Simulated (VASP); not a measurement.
# SnO2 (P4_2/mnm) in VASP: a series of runs, part 2 of 3

VASP 6.6.1. The steps go on from the part before.

### Step 3. Electric field gradients, PBE (volume scaled by 0.96)

INCAR

```
  ALGO = Normal
  EDIFF = 1E-8
  ENCUT = 520
  GGA = PE
  ISIF = 2
  ISMEAR = -1
  LASPH = True
  LCHARG = False
  LEFG = True
  LREAL = False
  LWAVE = False
  NBANDS = 35
  NELM = 80
  PREC = Accurate
  SIGMA = 0.03
```

KPOINTS

```
k-points
0
Gamma
  4 4 6
```

POSCAR

```
SnO2
1.0
    4.6733239081      0.0000000000      0.0000000000
    0.0000000000      4.6733239081      0.0000000000
    0.0000000000      0.0000000000      3.1433352615
Sn O
2 4
Direct
    0.0000000000      0.0000000000      0.0000000000
    0.5000000000      0.5000000000      0.5000000000
    0.3056200000      0.3056200000      0.0000000000
    0.1943800000      0.8056200000      0.5000000000
    0.6943800000      0.6943800000      0.0000000000
    0.8056200000      0.1943800000      0.5000000000
```

Potentials or basis: VASP PAW PBE potentials, release 64 (Sn_d, O).

Launch:

```sh
$ cat potpaw_PBE.64/Sn_d/POTCAR potpaw_PBE.64/O/POTCAR > POTCAR
$ mpirun -np 1 vasp_std > vasp.out
```

OUTCAR:

```text
EDIFF = 1E-8
   ENCUT = 520
   GGA = PE
   ISIF = 2
   ISMEAR = -1
   LASPH = True
   LREAL = False
   NELM = 80
   PREC = Accurate

 ion  position               nearest neighbor table
   1  0.000  0.000  0.000-   3 2.02   5 2.02   4 2.03   6 2.03   4 2.03   6 2.03   2 3.66   2 3.66
                             2 3.66   2 3.66   2 3.66   2 3.66   2 3.66   2 3.66
   2  0.500  0.500  0.500-   4 2.02   6 2.02   5 2.03   3 2.03   3 2.03   5 2.03   1 3.66   1 3.66
                             1 3.66   1 3.66   1 3.66   1 3.66   1 3.66   1 3.66
   3  0.306  0.306  0.000-   1 2.02   2 2.03   2 2.03
   4  0.194  0.806  0.500-   2 2.02   1 2.03   1 2.03
   5  0.694  0.694  0.000-   1 2.02   2 2.03   2 2.03
   6  0.806  0.194  0.500-   2 2.02   1 2.03   1 2.03

  LATTYP: Found a simple tetragonal cell.
 ALAT       =     4.6733239081
 C/A-ratio  =     0.6726123255

  Lattice vectors:

 A1 = (   4.6733239081,   0.0000000000,   0.0000000000)
 A2 = (   0.0000000000,   4.6733239081,   0.0000000000)
 A3 = (   0.0000000000,   0.0000000000,   3.1433352615)

Analysis of symmetry for initial positions (statically):
=====================================================================
 Subroutine PRICEL returns:
 Original cell was already a primitive cell.

 Routine SETGRP: Setting up the symmetry group for a
 simple tetragonal supercell.

 Subroutine GETGRP returns: Found 16 space group operations
 (whereof  8 operations were pure point group operations)
 out of a pool of 16 trial point group operations.

The static configuration has the point symmetry D_2h.
 The point group associated with its full space group is D_4h.

Analysis of symmetry for dynamics (positions and initial velocities):
=====================================================================
 Subroutine PRICEL returns:
[... 1092 lines left out ...]
  external PRESSURE =     220.4333210 kB  Pullay stress =       0.0000000 kB

 VOLUME and BASIS-vectors are now :
 -----------------------------------------------------------------------------
  energy-cutoff  :      520.00
  volume of cell :       68.65
      direct lattice vectors                 reciprocal lattice vectors
     4.673323908  0.000000000  0.000000000     0.213980460  0.000000000  0.000000000
     0.000000000  4.673323908  0.000000000     0.000000000  0.213980460  0.000000000
     0.000000000  0.000000000  3.143335261     0.000000000  0.000000000  0.318133421

 POSITION                                       TOTAL-FORCE (eV/Angst)
 -----------------------------------------------------------------------------------
      0.00000      0.00000      0.00000        -0.000000      0.000000      0.000000
      2.33666      2.33666      1.57167        -0.000000      0.000000      0.000000
      1.42826      1.42826      0.00000        -0.143076     -0.143076     -0.000000
      0.90840      3.76492      1.57167         0.143076     -0.143076     -0.000000
      3.24506      3.24506      0.00000         0.143076      0.143076      0.000000
      3.76492      0.90840      1.57167        -0.143076      0.143076      0.000000
 -----------------------------------------------------------------------------------
    total drift:                                0.000000      0.000000      0.000000

  FREE ENERGIE OF THE ION-ELECTRON SYSTEM (eV)
  ---------------------------------------------------
  free  energy   TOTEN  =       -36.8632326343 eV

  energy  without entropy=      -36.8632326343  energy(sigma->0) =      -36.86323263

 Electric field gradients (V/A^2)
---------------------------------------------------------------------
 ion       V_xx      V_yy      V_zz      V_xy      V_xz      V_yz
---------------------------------------------------------------------
   1      26.031    26.031   -52.061   -34.933    -0.000    -0.000
   2      26.031    26.031   -52.061    34.933    -0.000     0.000
   3     -22.212   -22.212    44.424    78.279     0.000     0.000
   4     -22.212   -22.212    44.424   -78.279    -0.000    -0.000
   5     -22.212   -22.212    44.424    78.279    -0.000     0.000
   6     -22.212   -22.212    44.424   -78.279     0.000     0.000
---------------------------------------------------------------------

 Electric field gradients after diagonalization (V/A^2)
 (convention: |V_zz| > |V_xx| > |V_yy|)
----------------------------------------------------------------------
 ion       V_xx      V_yy      V_zz     asymmetry (V_yy - V_xx)/ V_zz
----------------------------------------------------------------------
   1     -52.061    -8.902    60.963       0.708
   2     -52.061    -8.902    60.963       0.708
   3      56.067    44.424  -100.491       0.116
   4      56.067    44.424  -100.491       0.116
   5      56.067    44.424  -100.491       0.116
   6      56.067    44.424  -100.491       0.116
----------------------------------------------------------------------

           NMR quadrupolar parameters

 Cq : quadrupolar parameter    Cq=e*Q*V_zz/h
 eta: asymmetry parameters     (V_yy - V_xx)/ V_zz
 Q  : nuclear electric quadrupole moment in mb (millibarn)
----------------------------------------------------------------------
 ion       Cq(MHz)       eta       Q (mb)
----------------------------------------------------------------------
   1       0.147       0.708       1.000
   2       0.147       0.708       1.000
   3      -0.243       0.116       1.000
   4      -0.243       0.116       1.000
   5      -0.243       0.116       1.000
   6      -0.243       0.116       1.000
----------------------------------------------------------------------
```

OSZICAR:

```text
N       E                     dE             d eps       ncg     rms          rms(c)
DAV:   1     0.635963665988E+03    0.63596E+03   -0.25693E+04  1924   0.236E+03
DAV:   2     0.533475133399E+02   -0.58262E+03   -0.54333E+03  1816   0.615E+02
DAV:   3    -0.385403889408E+02   -0.91888E+02   -0.90543E+02  1821   0.205E+02
DAV:   4    -0.431083801900E+02   -0.45680E+01   -0.45373E+01  2106   0.494E+01
DAV:   5    -0.432297707764E+02   -0.12139E+00   -0.12125E+00  2153   0.837E+00    0.166E+01
DAV:   6    -0.367644809869E+02    0.64653E+01   -0.17731E+01  2648   0.635E+01    0.653E+00
DAV:   7    -0.368897278992E+02   -0.12525E+00   -0.21198E+00  1954   0.810E+00    0.331E+00
DAV:   8    -0.368689593025E+02    0.20769E-01   -0.15489E-01  2431   0.468E+00    0.778E-01
DAV:   9    -0.368625116222E+02    0.64477E-02   -0.34351E-02  2756   0.320E+00    0.136E-01
DAV:  10    -0.368630996949E+02   -0.58807E-03   -0.39022E-03  1931   0.422E-01    0.735E-02
DAV:  11    -0.368632354063E+02   -0.13571E-03   -0.25672E-04  2220   0.123E-01    0.144E-02
DAV:  12    -0.368632329832E+02    0.24231E-05   -0.17945E-05  2274   0.382E-02    0.530E-03
DAV:  13    -0.368632328770E+02    0.10624E-06   -0.26326E-06  2275   0.381E-02    0.263E-03
DAV:  14    -0.368632326756E+02    0.20139E-06   -0.70845E-07  2594   0.865E-03    0.135E-03
DAV:  15    -0.368632325782E+02    0.97404E-07   -0.50415E-08  2062   0.325E-03    0.291E-04
DAV:  16    -0.368632326281E+02   -0.49935E-07   -0.22421E-08  1536   0.980E-04    0.613E-05
DAV:  17    -0.368632326343E+02   -0.61491E-08   -0.10135E-09  1092   0.417E-04
   1 F= -.36863233E+02 E0= -.36863233E+02  d E =-.226305E-11
```

stdout:

```text
POSCAR found type information on POSCAR SnO
 POSCAR found :  2 types and       6 ions
 scaLAPACK will be used
 LDA part: xc-table for (Slater+PW92), standard interpolation
 POSCAR, INCAR and KPOINTS ok, starting setup
 FFT: planning ... GRIDC
 FFT: planning ... GRID_SOFT
 FFT: planning ... GRID
 WAVECAR not read
 entering main loop
ion   1

ion   2

ion   3

ion   4

ion   5

ion   6
```

Run time: 44 s. Hardware: 1 thread of AMD EPYC 7R13 (Zen 3), shared host; peak memory 0.16 GiB.

What came out:

- Free energy: -36.8632 eV
- Pressure: 22.0 GPa
- Largest force: 0.202 eV/Å
- Band gap on the k mesh: 1.73 eV, direct

Forces in eV/Å, atoms in the order of the input:
```
Sn   0.000  0.000  0.000
Sn   0.000  0.000  0.000
O   -0.143 -0.143  0.000
O    0.143 -0.143  0.000
O    0.143  0.143  0.000
O   -0.143  0.143  0.000
```

Levels at points of the mesh, in eV from the valence-band top:
```
           k point  band 24  band 25  band 26  band 27  band 28  band 29
(0.00, 0.00, 0.00)    -0.82    -0.82     0.00     1.73     6.56     6.56
(0.50, 0.00, 0.00)    -1.17    -0.65    -0.65     4.90     4.90     7.36
(0.50, 0.50, 0.00)    -1.29    -0.95    -0.95     5.34     5.34     7.85
(0.00, 0.00, 0.50)    -1.78    -1.32    -1.32     6.70     6.70    10.06
(0.50, 0.00, 0.50)    -1.18    -0.66    -0.66     6.99     6.99     8.42
(0.50, 0.50, 0.50)    -1.00    -0.89    -0.89     5.27     5.27     9.13
```

Electric field gradients, principal values (V/Å²):
```csv
atom,least,middle,greatest (by size)
1 Sn,-8.902,-52.061,60.963
2 Sn,-8.902,-52.061,60.963
3 O,44.424,56.067,-100.491
4 O,44.424,56.067,-100.491
5 O,44.424,56.067,-100.491
6 O,44.424,56.067,-100.491
```

Caveat: without QUAD_EFG the Cq values of the log hold for a quadrupole moment of 1 mb, not for the nuclei; spin-orbit coupling is left out, which moves the levels of the heavy elements.

### Step 4. Electric field gradients, PBE (volume scaled by 0.99)

INCAR

```
ALGO = Normal
EDIFF = 1E-8
ENCUT = 520
GGA = PE
ISIF = 2
ISMEAR = -1
LASPH = True
LCHARG = False
LEFG = True
LREAL = False
LWAVE = False
NBANDS = 35
NELM = 100
PREC = Accurate
SIGMA = 0.03
```

KPOINTS is that of step 3.

Edit POSCAR of step 3 so:

```diff
@@ -2,5 +2,5 @@
 1.0
-    4.6733239081      0.0000000000      0.0000000000
-    0.0000000000      4.6733239081      0.0000000000
-    0.0000000000      0.0000000000      3.1433352615
+    4.7215059017      0.0000000000      0.0000000000
+    0.0000000000      4.7215059017      0.0000000000
+    0.0000000000      0.0000000000      3.1757430642
 Sn O
```

Potentials or basis: VASP PAW PBE potentials, release 64 (Sn_d, O).

Launch:

```sh
$ cat potpaw_PBE.64/Sn_d/POTCAR potpaw_PBE.64/O/POTCAR > POTCAR
$ mpirun -np 1 vasp_std > vasp.out
```

OUTCAR:

```text
EDIFF = 1E-8
   ENCUT = 520
   GGA = PE
   ISIF = 2
   ISMEAR = -1
   LASPH = True
   LREAL = False
   NELM = 100
   PREC = Accurate

 ion  position               nearest neighbor table
   1  0.000  0.000  0.000-   3 2.04   5 2.04   4 2.05   6 2.05   4 2.05   6 2.05   2 3.70   2 3.70
                             2 3.70   2 3.70   2 3.70   2 3.70   2 3.70   2 3.70
   2  0.500  0.500  0.500-   4 2.04   6 2.04   5 2.05   3 2.05   3 2.05   5 2.05   1 3.70   1 3.70
                             1 3.70   1 3.70   1 3.70   1 3.70   1 3.70   1 3.70
   3  0.306  0.306  0.000-   1 2.04   2 2.05   2 2.05
   4  0.194  0.806  0.500-   2 2.04   1 2.05   1 2.05
   5  0.694  0.694  0.000-   1 2.04   2 2.05   2 2.05
   6  0.806  0.194  0.500-   2 2.04   1 2.05   1 2.05

  LATTYP: Found a simple tetragonal cell.
 ALAT       =     4.7215059017
 C/A-ratio  =     0.6726123255

  Lattice vectors:

 A1 = (   4.7215059017,   0.0000000000,   0.0000000000)
 A2 = (   0.0000000000,   4.7215059017,   0.0000000000)
 A3 = (   0.0000000000,   0.0000000000,   3.1757430642)

Analysis of symmetry for initial positions (statically):
=====================================================================
 Subroutine PRICEL returns:
 Original cell was already a primitive cell.

 Routine SETGRP: Setting up the symmetry group for a
 simple tetragonal supercell.

 Subroutine GETGRP returns: Found 16 space group operations
 (whereof  8 operations were pure point group operations)
 out of a pool of 16 trial point group operations.

The static configuration has the point symmetry D_2h.
 The point group associated with its full space group is D_4h.

Analysis of symmetry for dynamics (positions and initial velocities):
=====================================================================
 Subroutine PRICEL returns:
 Original cell was already a primitive cell.

 Routine SETGRP: Setting up the symmetry group for a
 simple tetragonal supercell.

 Subroutine GETGRP returns: Found 16 space group operations
 (whereof  8 operations were pure point group operations)
 out of a pool of 16 trial point group operations.

The dynamic configuration has the point symmetry D_2h.
 The point group associated with its full space group is D_4h.

 Subroutine INISYM returns: Found 16 space group operations
 (whereof  8 operations are pure point group operations),
 and found     1 'primitive' translations

----------------------------------------------------------------------------------------

                                     Primitive cell

  volume of cell :      70.7956

  direct lattice vectors                    reciprocal lattice vectors
     4.721505902  0.000000000  0.000000000     0.211796834  0.000000000  0.000000000
     0.000000000  4.721505902  0.000000000     0.000000000  0.211796834  0.000000000
     0.000000000  0.000000000  3.175743064     0.000000000  0.000000000  0.314886935

  length of vectors
     4.721505902  4.721505902  3.175743064     0.211796834  0.211796834  0.314886935

  position of ions in fractional coordinates (direct lattice)
     0.000000000  0.000000000  0.000000000
     0.500000000  0.500000000  0.500000000
     0.305620000  0.305620000  0.000000000
     0.194380000  0.805620000  0.500000000
[... 108 lines left out ...]
   LHFCALC =     F    Hartree Fock is set to
   AEXX    =    0.0000 exact exchange contribution
   IVDW    =     0    specifies the selected vdW correction
   LEPSILON=     F    determine dielectric tensor
   LRPA    =     F    only Hartree local field effects (RPA)
 non-spin polarized calculation
  energy-cutoff  :      520.00
  volume of cell :       70.80
 maximum number of plane-waves:      1931
 NGX is ok and might be reduce to    36
   NGX = 17   NGY = 17   NGZ = 11

 number of electron      51.9999983 magnetization

 Free energy of the ion-electron system (eV)
  ---------------------------------------------------
  ext. energy  EPLUGINS =         0.00000000
  ---------------------------------------------------
  free energy    TOTEN  =       -37.10583187 eV

  energy without entropy =      -37.10583187  energy(sigma->0) =      -37.10583187

 E-fermi :   6.8485     XC(G=0): -11.3151

 val. band max:        6.2715610346   @ k =   0.0000   0.0000   0.0000
 cond. band min:       7.6327555063   @ k =   0.0000   0.0000   0.0000
 fundamental gap:      1.3611944717
 Fermi energy:         6.8485067223

 k-point     1 :       0.0000    0.0000    0.0000
  band No.  band energies     occupation
      1     -14.8637      2.00000
      2     -14.0414      2.00000
      3     -13.7643      2.00000
      4     -13.7374      2.00000
      5     -13.7374      2.00000
      6     -13.6750      2.00000
[... 901 lines left out ...]
     34      17.5428      0.00000
     35      19.4880      0.00000

------------------------ aborting loop because EDIFF is reached ----------------------------------------

  FORCE on cell =-STRESS in cart. coord.  units (eV):
  Direction    XX          YY          ZZ          XY          YZ          ZX
  --------------------------------------------------------------------------------------
  -------------------------------------------------------------------------------------
  Total        5.6726784      5.6726784      7.1194435      0.0000000      0.0000000      0.0000000
  in kB      128.3785041    128.3785041    161.1202759      0.0000000      0.0000000      0.0000000
  external PRESSURE =     139.2924281 kB  Pullay stress =       0.0000000 kB

 VOLUME and BASIS-vectors are now :
 -----------------------------------------------------------------------------
  energy-cutoff  :      520.00
  volume of cell :       70.80
      direct lattice vectors                 reciprocal lattice vectors
     4.721505902  0.000000000  0.000000000     0.211796834  0.000000000  0.000000000
     0.000000000  4.721505902  0.000000000     0.000000000  0.211796834  0.000000000
     0.000000000  0.000000000  3.175743064     0.000000000  0.000000000  0.314886935

 POSITION                                       TOTAL-FORCE (eV/Angst)
 -----------------------------------------------------------------------------------
      0.00000      0.00000      0.00000         0.000000     -0.000000      0.000000
      2.36075      2.36075      1.58787         0.000000     -0.000000      0.000000
      1.44299      1.44299      0.00000        -0.061649     -0.061649      0.000000
      0.91777      3.80374      1.58787         0.061649     -0.061649      0.000000
      3.27852      3.27852      0.00000         0.061649      0.061649      0.000000
      3.80374      0.91777      1.58787        -0.061649      0.061649      0.000000
 -----------------------------------------------------------------------------------
    total drift:                                0.000000      0.000000      0.000000

  FREE ENERGIE OF THE ION-ELECTRON SYSTEM (eV)
  ---------------------------------------------------
  free  energy   TOTEN  =       -37.1058318706 eV

  energy  without entropy=      -37.1058318705  energy(sigma->0) =      -37.10583187

 Electric field gradients (V/A^2)
---------------------------------------------------------------------
 ion       V_xx      V_yy      V_zz      V_xy      V_xz      V_yz
---------------------------------------------------------------------
   1      25.000    25.000   -49.999   -32.316    -0.000    -0.000
   2      25.000    25.000   -49.999    32.316    -0.000    -0.000
   3     -22.865   -22.865    45.731    81.915     0.000     0.000
   4     -22.865   -22.865    45.731   -81.915    -0.000    -0.000
   5     -22.865   -22.865    45.731    81.915    -0.000    -0.000
   6     -22.865   -22.865    45.731   -81.915     0.000     0.000
---------------------------------------------------------------------

 Electric field gradients after diagonalization (V/A^2)
 (convention: |V_zz| > |V_xx| > |V_yy|)
----------------------------------------------------------------------
 ion       V_xx      V_yy      V_zz     asymmetry (V_yy - V_xx)/ V_zz
----------------------------------------------------------------------
   1     -49.999    -7.316    57.315       0.745
   2     -49.999    -7.316    57.315       0.745
   3      59.049    45.731  -104.780       0.127
   4      59.049    45.731  -104.780       0.127
   5      59.049    45.731  -104.780       0.127
   6      59.049    45.731  -104.780       0.127
----------------------------------------------------------------------

           NMR quadrupolar parameters

 Cq : quadrupolar parameter    Cq=e*Q*V_zz/h
 eta: asymmetry parameters     (V_yy - V_xx)/ V_zz
 Q  : nuclear electric quadrupole moment in mb (millibarn)
----------------------------------------------------------------------
 ion       Cq(MHz)       eta       Q (mb)
----------------------------------------------------------------------
   1       0.139       0.745       1.000
   2       0.139       0.745       1.000
   3      -0.253       0.127       1.000
   4      -0.253       0.127       1.000
   5      -0.253       0.127       1.000
   6      -0.253       0.127       1.000
----------------------------------------------------------------------
```

Run time: 45 s. Hardware: 1 thread of AMD EPYC 7R13 (Zen 3), shared host; peak memory 0.17 GiB.

What came out:

```
Free energy            : -37.1058 eV
Pressure               : 13.9 GPa
Largest force          : 0.087 eV/Å
Band gap on the k mesh : 1.36 eV, direct
```

Forces in eV/Å, atoms in the order of the input:
```
Sn   0.000  0.000  0.000
Sn   0.000  0.000  0.000
O   -0.062 -0.062  0.000
O    0.062 -0.062  0.000
O    0.062  0.062  0.000
O   -0.062  0.062  0.000
```

Electric field gradients, principal values (V/Å²):
```csv
atom,least,middle,greatest (by size)
1 Sn,-7.316,-49.999,57.315
2 Sn,-7.316,-49.999,57.315
3 O,45.731,59.049,-104.780
4 O,45.731,59.049,-104.780
5 O,45.731,59.049,-104.780
6 O,45.731,59.049,-104.780
```

Caveat: without QUAD_EFG the Cq values of the log hold for a quadrupole moment of 1 mb, not for the nuclei; spin-orbit coupling is left out, which moves the levels of the heavy elements.

(Continued in part 3 of 3.)
